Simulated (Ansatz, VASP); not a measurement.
**One calculation of BaZrO3, two programs**

```
Ba Zr O
1.0
     4.18150    0.00000    0.00000
     0.00000    4.18150    0.00000
     0.00000    0.00000    4.18150
Ba Zr O
1 1 3
Cartesian
  2.0907 2.0377 2.0377
  0.0000 0.0000 0.0000
  2.0907 0.0000 0.0000
  0.0000 2.0907 0.0000
  0.0000 0.0000 2.0907
```

Change from the starting cell: all Ba atoms moved +0.075 Å, as atom 1 towards its neighbour atom 3 (O) at 2.957 Å.

Alike in both runs: task single point; functional PBE; k mesh 6 × 6 × 6; occupations gaussian, width 0.05 eV; no spin polarisation.

```csv
,VASP,Ansatz
version,VASP 6.6.1,Ansatz 0.2.0
potentials or method,"VASP PAW PBE potentials, release 64 (Ba_sv, Zr_sv, O), cutoff 520 eV","scalar-relativistic, plane waves, PAW"
valence electrons in the cell,40,40
```

|  | VASP | Ansatz | Ansatz less VASP |
| --- | --- | --- | --- |
| gap on the k mesh at the Fermi level (eV) | 3.20 | 3.25 | +0.051 |
| least direct gap on the mesh (eV) | 3.42 | 3.44 | +0.022 |
| pressure (GPa) | 6.4 | 5.4 | -1.09 |
| traceless stress, the component that is largest in VASP (GPa) | 0.12 | 0.11 | -0.008 |
| rms of the force components (eV/Å) | 0.108 | 0.101 | -0.0066 |

Atom by atom the forces differ by 0.011 eV/Å (rms over components).

Spin-orbit coupling is off throughout.
